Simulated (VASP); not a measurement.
# HfN (P1) in VASP: single point with PBEsol

Aim: the single point of HfN with PBEsol.

Everything below comes from runs of VASP 6.6.1. Logs are shortened: lines on timing, memory, paths and dates and some standing lists are left out, and cuts for length are marked.

## Step 1: The cell of the first run

The typed cell holds 2 atoms: a = 3.442 Å, b = 3.442 Å, c = 3.442 Å, α = 60.00°, β = 60.00°, γ = 60.00°.

## Step 2: Single point, PBEsol (atom 2 moved 0.30 Å)

File INCAR:

```
PREC = Accurate
ENCUT = 520
EDIFF = 1E-6
ISMEAR = 0
SIGMA = 0.15
LREAL = False
LASPH = True
NELM = 100
ALGO = Normal
ISIF = 2
LWAVE = False
LCHARG = False
GGA = PS
NBANDS = 14
```

File KPOINTS:

```
Automatic mesh
0
Gamma
  12 12 12
```

File POSCAR:

```
HfN
1.0
    0.0000000000      2.4335340900      2.4335340900
    2.4335340900      0.0000000000      2.4335340900
    2.4335340900      2.4335340900      0.0000000000
Hf N
1 1
Direct
   -0.0031142120      0.0491395423     -0.0104472942
    0.7531142120      0.7008604577      0.7604472942
```

Potentials or basis: VASP PAW PBE potentials, release 64 (Hf_pv, N).

The run is started by

```
> cat potpaw_PBE.64/Hf_pv/POTCAR potpaw_PBE.64/N/POTCAR > POTCAR
> mpirun -np 1 vasp_std > vasp.out
```

OUTCAR:

```text
PREC = Accurate
   ENCUT = 520
   EDIFF = 1E-6
   ISMEAR = 0
   LREAL = False
   LASPH = True
   NELM = 100
   ISIF = 2
   GGA = PS

 ion  position               nearest neighbor table
   1  0.997  0.049  0.990-   2 1.84   2 2.15   2 2.19   2 2.32
   2  0.753  0.701  0.760-   1 1.84   1 2.15   1 2.19   1 2.32

  LATTYP: Found a face centered cubic cell.
 ALAT       =     4.8670681800

  Lattice vectors:

 A1 = (   0.0000000000,   2.4335340900,   2.4335340900)
 A2 = (   2.4335340900,   0.0000000000,   2.4335340900)
 A3 = (   2.4335340900,   2.4335340900,   0.0000000000)

Analysis of symmetry for initial positions (statically):
=====================================================================
 Subroutine PRICEL returns:
 Original cell was already a primitive cell.

 Routine SETGRP: Setting up the symmetry group for a
 face centered cubic supercell.

 Subroutine GETGRP returns: Found  1 space group operations
 (whereof  1 operations were pure point group operations)
 out of a pool of 48 trial point group operations.

The static configuration has the point symmetry C_1 .

Analysis of symmetry for dynamics (positions and initial velocities):
=====================================================================
 Subroutine PRICEL returns:
 Original cell was already a primitive cell.

 Routine SETGRP: Setting up the symmetry group for a
 face centered cubic supercell.

 Subroutine GETGRP returns: Found  1 space group operations
 (whereof  1 operations were pure point group operations)
 out of a pool of 48 trial point group operations.

The dynamic configuration has the point symmetry C_1 .

 Subroutine INISYM returns: Found  1 space group operations
 (whereof  1 operations are pure point group operations),
 and found     1 'primitive' translations

----------------------------------------------------------------------------------------

                                     Primitive cell

  volume of cell :      28.8232

  direct lattice vectors                    reciprocal lattice vectors
     0.000000000  2.433534090  2.433534090    -0.205462501  0.205462501  0.205462501
     2.433534090  0.000000000  2.433534090     0.205462501 -0.205462501  0.205462501
     2.433534090  2.433534090  0.000000000     0.205462501  0.205462501 -0.205462501

  length of vectors
     3.441536915  3.441536915  3.441536915     0.355871490  0.355871490  0.355871490

  position of ions in fractional coordinates (direct lattice)
     0.996885788  0.049139542  0.989552706
     0.753114212  0.700860458  0.760447294

  ion indices of the primitive-cell ions
   primitive index   ion index
                 1           1
                 2           2

----------------------------------------------------------------------------------------

 KPOINTS: Automatic mesh

Automatic generation of k-mesh.
 Grid dimensions read from file:
 generate k-points for:   12   12   12

 Generating k-lattice:

  Cartesian coordinates                     Fractional coordinates (reciprocal lattice)
    -0.017121875  0.017121875  0.017121875     0.083333333  0.000000000  0.000000000
     0.017121875 -0.017121875  0.017121875     0.000000000  0.083333333  0.000000000
     0.017121875  0.017121875 -0.017121875     0.000000000  0.000000000  0.083333333

  Length of vectors
     0.029655958  0.029655958  0.029655958

  Shift w.r.t. Gamma in fractional coordinates (k-lattice)
     0.000000000  0.000000000  0.000000000

 Subroutine IBZKPT returns following result:
 ===========================================

 Found    868 irreducible k-points:

 Following reciprocal coordinates:
            Coordinates               Weight
  0.000000  0.000000  0.000000      1.000000
  0.083333  0.000000  0.000000      2.000000
  0.000000  0.083333  0.000000      2.000000
  0.000000  0.000000  0.083333      2.000000
  0.083333  0.083333  0.083333      2.000000
  0.166667  0.000000  0.000000      2.000000
[... 16 lines left out ...]
  0.000000  0.500000  0.000000      1.000000
  0.000000  0.000000  0.500000      1.000000
 [... further k-points ...]
   k-points           NKPTS =    868   k-points in BZ     NKDIM =    868   number of bands    NBANDS=     14
   number of dos      NEDOS =    301   number of ions     NIONS =      2
   total plane-waves  NPLWV =  21952
   dimension x,y,z NGX =    28 NGY =   28 NGZ =   28
   dimension x,y,z NGXF=    56 NGYF=   56 NGZF=   56
   ions per type =               1   1
   NGX,Y,Z   is equivalent  to a cutoff of  13.53, 13.53, 13.53 a.u.
   NGXF,Y,Z  is equivalent  to a cutoff of  27.05, 27.05, 27.05 a.u.
 SYSTEM =  unknown system
   PREC   = accura    normal or accurate (medium, high low for compatibility)
   ISTART =      0    job   : 0-new  1-cont  2-samecut
   ICHARG =      2    charge: 1-file 2-atom 10-const
   ISPIN  =      1    spin polarized calculation?
   LNONCOLLINEAR =      F non collinear calculations
   LSORBIT =      F    spin-orbit coupling
   LASPH  =      T    aspherical Exc in radial PAW
   ENCUT  =  520.0 eV  38.22 Ry    6.18 a.u.   6.40  6.40  6.40*2*pi/ulx,y,z
   NELM   =    100;   NELMIN=  2; NELMDL= -5     # of ELM steps
   EDIFF  = 0.1E-05   stopping-criterion for ELM
   LREAL  =      F    real-space projection
   EDIFFG = 0.1E-04   stopping-criterion for IOM
   NSW    =      0    number of steps for IOM
   IBRION =     -1    ionic relax: 0-MD 1-quasi-New 2-CG
   NFREE  =      0    steps in history (QN), initial steepest desc. (CG)
   ISIF   =      2    stress and relaxation
   ISYM   =      2    0-nonsym 1-usesym 2-fastsym
   POTIM  = 0.5000    time-step for ionic-motion
   TEBEG  =    0.0;   TEEND  =   0.0 temperature during run
   PSTRESS=    0.0 pullay stress
   NELECT =      15.0000    total number of electrons
   NUPDOWN=      -1.0000    fix difference up-down
   EMIN   =  10.00;   EMAX   =-10.00  energy-range for DOS
   EFERMI =   0.00;   METHOD = LEGACY
   ISMEAR =     0;   SIGMA  =   0.15  broadening in eV -4-tet -1-fermi 0-gaus
   EFERMI_NEDOS =   21; number of points for ismear=-14 and -15
   IALGO  =     38    algorithm
   IMIX   =      4    mixing-type and parameters
     AMIX     =   0.40;   BMIX     =  1.00
     AMIX_MAG =   1.60;   BMIX_MAG =  1.00
  volume/ion in A,a.u.               =      14.41        97.25
  Fermi-wavevector in a.u.,A,eV,Ry     =   1.316814  2.488418 23.592496  1.734000
  Thomas-Fermi vector in A             =   2.446900
   LORBIT       =      0    0 simple, 1 ext, 2 COOP (PROOUT), +10 PAW based schemes
   GGA     = PS    functional components
   LHFCALC =     F    Hartree Fock is set to
   AEXX    =    0.0000 exact exchange contribution
   IVDW    =     0    specifies the selected vdW correction
   LEPSILON=     F    determine dielectric tensor
   LRPA    =     F    only Hartree local field effects (RPA)
 non-spin polarized calculation
 Gauss-broadening in eV      SIGMA  =   0.15
  energy-cutoff  :      520.00
  volume of cell :       28.82
 maximum number of plane-waves:       794
 NGX is ok and might be reduce to    28
   NGX = 13   NGY = 13   NGZ = 13

 number of electron      15.0000000 magnetization

 Free energy of the ion-electron system (eV)
  ---------------------------------------------------
  ext. energy  EPLUGINS =         0.00000000
  ---------------------------------------------------
  free energy    TOTEN  =       -21.54714451 eV

  energy without entropy =      -21.53863017  energy(sigma->0) =      -21.54288734

 E-fermi :   5.6545     XC(G=0): -11.4977

 val. band max:        5.6543052530   @ k =  -0.2500  -0.3333   0.3333
 cond. band min:       5.6556573181   @ k =  -0.3333   0.3333   0.5000
 fundamental gap:      0.0013520651
 Fermi energy:         5.6544982898

 k-point     1 :       0.0000    0.0000    0.0000
  band No.  band energies     occupation
      1     -25.2882      2.00000
      2     -25.0812      2.00000
      3     -25.0787      2.00000
      4     -10.4079      2.00000
      5       0.0028      2.00000
      6       0.1385      2.00000
      7       0.6532      2.00000
      8       4.9794      2.00000
      9       7.9329      0.00000
     10       7.9663      0.00000
     11      11.2157      0.00000
     12      12.9677      0.00000
     13      14.7894      0.00000
     14      18.2466      0.00000

 k-point     2 :       0.0833    0.0000    0.0000
  band No.  band energies     occupation
      1     -25.3022      2.00000
      2     -25.1104      2.00000
      3     -25.0829      2.00000
      4     -10.3145      2.00000
      5      -0.0361      2.00000
      6       0.1324      2.00000
      7       0.6365      2.00000
      8       5.2943      1.99932
      9       7.8438      0.00000
     10       7.9009      0.00000
     11      11.4296      0.00000
     12      12.8513      0.00000
     13      14.7212      0.00000
     14      17.9191      0.00000

 k-point     3 :       0.0000    0.0833    0.0000
  band No.  band energies     occupation
      1     -25.3331      2.00000
      2     -25.0868      2.00000
      3     -25.0840      2.00000
      4     -10.2814      2.00000
      5      -0.1384      2.00000
      6       0.2450      2.00000
      7       0.7186      2.00000
      8       5.2765      1.99963
      9       7.7534      0.00000
     10       7.7798      0.00000
     11      11.5184      0.00000
     12      13.0880      0.00000
     13      14.4196      0.00000
     14      17.1919      0.00000

 k-point     4 :       0.0000    0.0000    0.0833
  band No.  band energies     occupation
      1     -25.3006      2.00000
      2     -25.1087      2.00000
      3     -25.0849      2.00000
      4     -10.3206      2.00000
      5      -0.0216      2.00000
      6       0.1311      2.00000
      7       0.6146      2.00000
      8       5.3032      1.99908
      9       7.8482      0.00000
     10       7.9188      0.00000
     11      11.3377      0.00000
     12      12.9356      0.00000
     13      14.7327      0.00000
     14      18.0450      0.00000

 k-point     5 :       0.0833    0.0833    0.0833
  band No.  band energies     occupation
      1     -25.2972      2.00000
      2     -25.1092      2.00000
      3     -25.0836      2.00000
      4     -10.3372      2.00000
      5       0.0352      2.00000
      6       0.1446      2.00000
      7       0.4958      2.00000
      8       5.3686      1.99298
      9       7.9013      0.00000
     10       7.9174      0.00000
     11      11.0876      0.00000
[... 276 lines left out ...]
 k-point    22 :       0.5000    0.0000    0.0000
  band No.  band energies     occupation
      1     -25.6814      2.00000
      2     -25.3022      2.00000
      3     -25.1364      2.00000
      4      -9.1562      2.00000
      5      -0.1022      2.00000
      6       0.4216      2.00000
      7       1.2180      2.00000
      8       7.0863      0.00000
      9       7.8929      0.00000
     10       9.5277      0.00000
     11       9.8406      0.00000
     12      11.6487      0.00000
     13      11.9642      0.00000
     14      15.3473      0.00000

 k-point    23 :       0.0000    0.5000    0.0000
  band No.  band energies     occupation
      1     -25.9105      2.00000
      2     -25.1683      2.00000
      3     -25.1528      2.00000
      4      -8.6420      2.00000
      5       0.2518      2.00000
      6       1.2862      2.00000
      7       1.7550      2.00000
      8       5.3842      1.98917
      9       7.8413      0.00000
     10       8.9802      0.00000
     11       9.5631      0.00000
     12       9.7186      0.00000
     13      10.3876      0.00000
     14      17.6644      0.00000

 k-point    24 :       0.0000    0.0000    0.5000
  band No.  band energies     occupation
      1     -25.6571      2.00000
      2     -25.3064      2.00000
      3     -25.1385      2.00000
      4      -9.2516      2.00000
      5      -0.0873      2.00000
      6       0.3628      2.00000
      7       1.1437      2.00000
      8       7.1708      0.00000
      9       8.0753      0.00000
     10       9.4539      0.00000
     11       9.8751      0.00000
     12      11.9135      0.00000
     13      12.1646      0.00000
     14      15.1108      0.00000

 [... further k-points ...]

------------------------ aborting loop because EDIFF is reached ----------------------------------------

  FORCE on cell =-STRESS in cart. coord.  units (eV):
  Direction    XX          YY          ZZ          XY          YZ          ZX
  --------------------------------------------------------------------------------------
  -------------------------------------------------------------------------------------
  Total        1.8734177      2.4777096      1.6616548     -3.6119741     -3.1825576      2.2069608
  in kB      104.1364843    137.7268713     92.3653507   -200.7765121   -176.9068107    122.6769306
  external PRESSURE =     111.4095688 kB  Pullay stress =       0.0000000 kB

 VOLUME and BASIS-vectors are now :
 -----------------------------------------------------------------------------
  energy-cutoff  :      520.00
  volume of cell :       28.82
      direct lattice vectors                 reciprocal lattice vectors
     0.000000000  2.433534090  2.433534090    -0.205462501  0.205462501  0.205462501
     2.433534090  0.000000000  2.433534090     0.205462501 -0.205462501  0.205462501
     2.433534090  2.433534090  0.000000000     0.205462501  0.205462501 -0.205462501

 POSITION                                       TOTAL-FORCE (eV/Angst)
 -----------------------------------------------------------------------------------
      2.52769      4.83407      2.54554        -3.428866      2.827166     -3.741797
      3.55614      3.68330      3.53830         3.428866     -2.827166      3.741797
 -----------------------------------------------------------------------------------
    total drift:                                0.000333     -0.000097      0.000353

  FREE ENERGIE OF THE ION-ELECTRON SYSTEM (eV)
  ---------------------------------------------------
  free  energy   TOTEN  =       -21.5471445146 eV

  energy  without entropy=      -21.5386301720  energy(sigma->0) =      -21.54288734
```

It took 3.4 min on 1 thread of Intel Xeon Platinum 8488C (Sapphire Rapids), shared host; peak memory 0.46 GiB.

What came out:

```yaml
Free_energy: -21.5471 eV
Pressure: 11.1 GPa
Largest_force: 5.810 eV/Å
Band_gap_on_the_k_mesh: zero (an odd number of electrons rules out a gap without spin polarisation)
```

Forces on the atoms (eV/Å):
```
Hf  -3.429  2.827 -3.742
N    3.429 -2.827  3.742
```

Caveat: the cell differs from its parent crystal (atom 2 moved 0.30 Å); the cell stands under pressure; the PAW data sets were made with another functional, which shifts forces and pressure a little; spin-orbit coupling is left out, which moves the levels of the heavy elements.
